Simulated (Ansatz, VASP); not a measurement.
# MgB2 in VASP and in Ansatz

The input INCAR:

```
SYSTEM = MgB2
  PREC = Accurate
  ENCUT = 600
  EDIFF = 1E-6
  ISMEAR = 0
  SIGMA = 0.1
  LREAL = .FALSE.
  LASPH = .TRUE.
  NELM = 120
  ALGO = Normal
  ISIF = 2
  LWAVE = .FALSE.
  LCHARG = .FALSE.
  GGA = PE
  IVDW = 12
  NBANDS = 11
  GGA_COMPAT = .FALSE.
```

Contents of KPOINTS:

```
Automatic mesh
0
G
  6 6 6
  0 0 0
```

The input POSCAR:

```
MgB2
1.0
    3.0627620200      0.0000000000      0.0000000000
   -1.5313810100      2.6524298200      0.0000000000
    0.0000000000      0.0000000000      3.5208704500
Mg B
1 2
Direct
    0.0000000000      0.0000000000      0.0000000000
    0.6666666900      0.3333333400      0.5000000000
    0.3333333400      0.6666666900      0.5000000000
```

Input for Ansatz:

```yaml
crystal:
  lattice:
    - [3.06276202, 0.0, 0.0]
    - [-1.53138101, 2.65242982, 0.0]
    - [0.0, 0.0, 3.52087045]
  atoms:
    - { symbol: Mg, position: [0.0, 0.0, 0.0] }
    - { symbol: B, position: [0.66666669, 0.33333334, 0.5] }
    - { symbol: B, position: [0.33333334, 0.66666669, 0.5] }
basis:
  ecutwfc: 420
kpoints:
  mp_grid: { grid: [6, 6, 6] }
hamiltonian:
  xc: pbe
  dispersion: d3bj
scf:
  occupations: { method: gaussian, width: 0.1 }
  lower_state_search: "off"
output:
  forces: true
  stress: true
  eigenvalues: true
```

Alike in both runs: task single point; functional PBE; dispersion D3(BJ); k mesh 6 × 6 × 6; occupations gaussian, width 0.1 eV; no spin polarisation.

|  | VASP | Ansatz |
| --- | --- | --- |
| version | VASP 6.6.1 | Ansatz 0.2.0 |
| potentials or method | VASP PAW PBE potentials, release 64 (Mg, B), cutoff 600 eV | scalar-relativistic, plane waves, PAW |
| valence electrons in the cell | 8 | 16 |

|  | VASP | Ansatz | Ansatz less VASP |
| --- | --- | --- | --- |
| gap on the k mesh at the Fermi level (eV) | none | none | - |
| pressure (GPa) | -3.5 | -3.2 | +0.25 |
| traceless stress, the component that is largest in VASP (GPa) | -3.20 | -3.06 | +0.143 |

A gap of «none» marks a metal or a gap that the smearing closes. VASP's potentials hold 8 valence electrons a cell and Ansatz's 16, so a difference there can come from the potentials and not from the codes. Ansatz's warnings: structure snapped to symmetry.

The k mesh is coarse, so the values compare programs but aren't converged.
